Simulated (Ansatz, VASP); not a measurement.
# Two plane-wave programs on La3Si2F

```
CELL_PARAMETERS angstrom
6.16013 0.00000 0.00000
0.00000 6.16013 0.00000
0.00000 0.00000 4.78081
ATOMIC_POSITIONS crystal
La 0.00000 0.50000 0.50000
La 0.50000 0.00000 0.50000
La 0.50000 0.50000 0.50000
Si 0.00000 0.00000 0.25004
Si 0.00000 0.00000 0.74996
F 0.50000 0.50000 0.00000
```

Alike in both runs: functional PBE; k mesh 6 × 6 × 8; occupations gaussian, width 0.1 eV; no spin polarisation.

Ansatz relaxed the structure, and its values are those at the end. VASP's run is a single point on that final structure, the one shown.

```csv
,VASP,Ansatz
version,VASP 6.6.1,Ansatz 0.2.0
potentials or method,"VASP PAW PBE potentials, release 64 (La, Si, F), cutoff 520 eV","scalar-relativistic, plane waves, PAW"
valence electrons in the cell,48,48
```

Ansatz gave:

```
gap on the k mesh at the Fermi level (eV) : none
pressure (GPa)                            : 0.0
```

Task: What did VASP give for the same quantities?

Result: gap on the k mesh at the Fermi level (eV): none; pressure (GPa): -0.1.

A gap of «none» marks a metal or a gap that the smearing closes.

Spin-orbit coupling is off throughout.
